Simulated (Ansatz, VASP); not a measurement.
**One calculation of SnSe, two programs**

INCAR

```
SYSTEM = SnSe
ALGO = Normal
EDIFF = 1E-8
ENCUT = 400
GGA = CA
GGA_COMPAT = .False.
ISIF = 2
ISMEAR = -1
LASPH = .True.
LCHARG = .False.
LEFG = .True.
LREAL = .False.
LWAVE = .False.
NBANDS = 17
NELM = 120
PREC = Accurate
SIGMA = 0.02
```

KPOINTS

```
k-points
0
Gamma
  9 9 9
  0 0 0
```

Contents of POSCAR:

```
SnSe
1.0
   -0.0301000000      2.9949500000      2.9949500000
    2.9949500000     -0.0301000000      2.9949500000
    2.9949500000      2.9949500000     -0.0301000000
Sn Se
1 1
Direct
    0.0000000000      0.0000000000      0.0000000000
    0.5000000000      0.5000000000      0.5000000000
```

Input for Ansatz:

```yaml
crystal:
  lattice:
    - [-0.0301, 2.99495, 2.99495]
    - [2.99495, -0.0301, 2.99495]
    - [2.99495, 2.99495, -0.0301]
  atoms:
    - { symbol: Sn, position: [0.0, 0.0, 0.0] }
    - { symbol: Se, position: [0.5, 0.5, 0.5] }
kpoints:
  mp_grid: { grid: [9, 9, 9] }
scf:
  occupations: { method: fermi_dirac, width: 0.02 }
hamiltonian:
  xc: lda
  pseudopotentials: { kind: all_electron, datasets: crystal }
output:
  forces: true
  stress: true
  eigenvalues: true
  efg: { contact_densities: true }
```

Change from the starting cell: equal xy, yz and zx shear strains of -1 %, crystal datasets.

Alike in both runs: task electric field gradients; functional LDA; k mesh 9 × 9 × 9; occupations fermi-dirac, width 0.02 eV; no spin polarisation.

|  | VASP | Ansatz |
| --- | --- | --- |
| version | VASP 6.6.1 | Ansatz 0.2.0 |
| potentials or method | VASP PAW LDA potentials, release 64 (Sn_d, Se), cutoff 400 eV | all-electron PAW with datasets made for the crystal, scalar-relativistic |

VASP gave:

| Item | Value |
| --- | --- |
| pressure (GPa) | -3.2 |
| traceless stress, the component that is largest in VASP (GPa) | 0.20 |
| size of Vzz on the site where it differs most (V/Å²) | 0.3 |

Problem. Estimate Ansatz's values.

Solution. Pressure (GPa): -3.3; traceless stress, the component that is largest in VASP (GPa): 0.20; size of Vzz on the site where it differs most (V/Å²): 0.7.

LDA's correlation is that of Perdew and Zunger in VASP and of Perdew and Wang (1992) in Ansatz. Ansatz ran all-electron here, and VASP with PAW potentials.
